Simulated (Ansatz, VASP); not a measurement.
**HfO2 in VASP and in Ansatz**

Contents of INCAR:

```
ALGO = Normal
EDIFF = 1E-6
ENCUT = 520
GGA = PE
ISIF = 2
ISMEAR = 0
LASPH = T
LCHARG = T
LELF = T
LREAL = F
LVHAR = T
LWAVE = F
NBANDS = 18
NELM = 60
PREC = Accurate
SIGMA = 0.05
```

The input KPOINTS:

```
k-points
0
Gamma
  8 8 8
```

Contents of POSCAR:

```
HfO2
1.0
    0.0000000000      2.5150188282      2.5489194570
    2.4469626787      0.0000000000      2.5489194570
    2.4469626787      2.5150188282      0.0000000000
Hf O
1 2
Direct
    0.0000000000      0.0000000000      0.0000000000
    0.2500000000      0.2500000000      0.2500000000
    0.7500000000      0.7500000000      0.7500000000
```

Input for Ansatz:

```yaml
crystal:
  lattice:
    - [0.0, 2.5150188282, 2.548919457]
    - [2.4469626787, 0.0, 2.548919457]
    - [2.4469626787, 2.5150188282, 0.0]
  atoms:
    - { symbol: Hf, position: [0.0, 0.0, 0.0] }
    - { symbol: O, position: [0.25, 0.25, 0.25] }
    - { symbol: O, position: [0.75, 0.75, 0.75] }
basis:
  ecutwfc: 520.0
kpoints:
  mp_grid: { grid: [8, 8, 8] }
hamiltonian:
  xc: pbe
  pseudopotentials: { kind: paw, azcp: { folder: soft_1 } }
scf:
  occupations: { method: gaussian, width: 0.05 }
output:
  forces: true
  stress: true
  eigenvalues: true
```

Change from the starting cell: normal strain along x -0.0400, normal strain along y -0.0133.

Alike in both runs: task single point; functional PBE; k mesh 8 × 8 × 8; occupations gaussian, width 0.05 eV; no spin polarisation.

```csv
,VASP,Ansatz
version,VASP 6.6.1,Ansatz 0.2.0
potentials or method,"VASP PAW PBE potentials, release 64 (Hf_pv, O), cutoff 520 eV","scalar-relativistic, plane waves, PAW"
valence electrons in the cell,22,38
```

```csv
,VASP,Ansatz,Ansatz less VASP
gap on the k mesh at the Fermi level (eV),3.48,3.48,+0.001
least direct gap on the mesh (eV),3.61,3.59,-0.016
pressure (GPa),10.8,15.0,+4.21
"traceless stress, the component that is largest in VASP (GPa)",11.18,10.97,-0.209
```

One of these differences is far larger than is usual between the two programs; its cause wasn't traced. With one functional, cell and mesh, what is left measures potentials, basis and numerics. VASP's potentials hold 22 valence electrons a cell and Ansatz's 38, so a difference there can come from the potentials and not from the codes.

Neither program's run includes spin-orbit coupling.
